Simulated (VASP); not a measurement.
MnO: single point with PBEsol

The system is MnO.

```
CELL_PARAMETERS angstrom
0.00000 2.22200 2.22200
2.22200 0.00000 2.22200
2.22200 2.22200 0.00000
ATOMIC_POSITIONS crystal
Mn 0.00000 0.00000 0.00000
O 0.50000 0.50000 0.50000
```

```json
{
 "Program": "VASP 6.6.1",
 "Task": "single point",
 "Functional": "PBEsol",
 "Potentials or basis": "VASP PAW PBE potentials, release 64 (Mn_pv, O)",
 "Cutoff": "520 eV",
 "k mesh": "7 × 7 × 7",
 "Occupations": "fermi-dirac, width 0.03 eV",
 "Spin": "collinear spin, ferromagnetic start",
 "Starting moments": "[0.83, 0.0] μB",
 "Fixed moment": "0.83 μB"
}
```

```
Pressure                                              : -35.1 GPa
Net moment                                            : 0.83 μB per cell
Site moments                                          : Mn +0.79; O +0.05 μB
Valence electrons inside the program's atomic spheres : Mn 11.40; O 4.88
```

Wall time 11 s on 1 thread of Intel(R) Xeon(R) Platinum 8488C (Sapphire Rapids) (shared host), peak memory 0.15 GiB.

Caveat: the PAW data sets were made with another functional, which shifts forces and pressure a little; the total moment is fixed, so each spin has its own Fermi level; a cell with one magnetic atom can't hold antiferromagnetic order, which such compounds often take.
